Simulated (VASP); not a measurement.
A run of VASP 6.6.1:

The input INCAR:

```
ALGO = Fast
EDIFF = 1E-7
ENCUT = 520
GGA = PS
ISIF = 2
ISMEAR = 0
LASPH = True
LCHARG = False
LREAL = False
LWAVE = False
NBANDS = 12
NELM = 100
PREC = Accurate
SIGMA = 0.15
```

File KPOINTS:

```
k-points
0
Gamma
  20 20 20
```

The input POSCAR:

```
Nb
1.0
   -1.6639500000      1.6639500000      1.6389907500
    1.6639500000     -1.6639500000      1.6389907500
    1.6639500000      1.6639500000     -1.6389907500
Nb
1
Direct
    0.0000000000      0.0000000000      0.0000000000
```

Potentials or basis: VASP PAW PBE potentials, release 64 (Nb_sv).

Run with:

```bash
$ cat potpaw_PBE.64/Nb_sv/POTCAR > POTCAR
$ mpirun -np 1 vasp_std > vasp.out
```

Hardware: 1 thread of Intel Xeon 6975P-C, with other jobs on the host.

Q: Estimate the wall time of this run.

A: Run time: 2.7 min on 1 thread of Intel Xeon 6975P-C, with other jobs on the host, peak memory 0.26 GiB. Counts: scf iterations 26, k points 641.
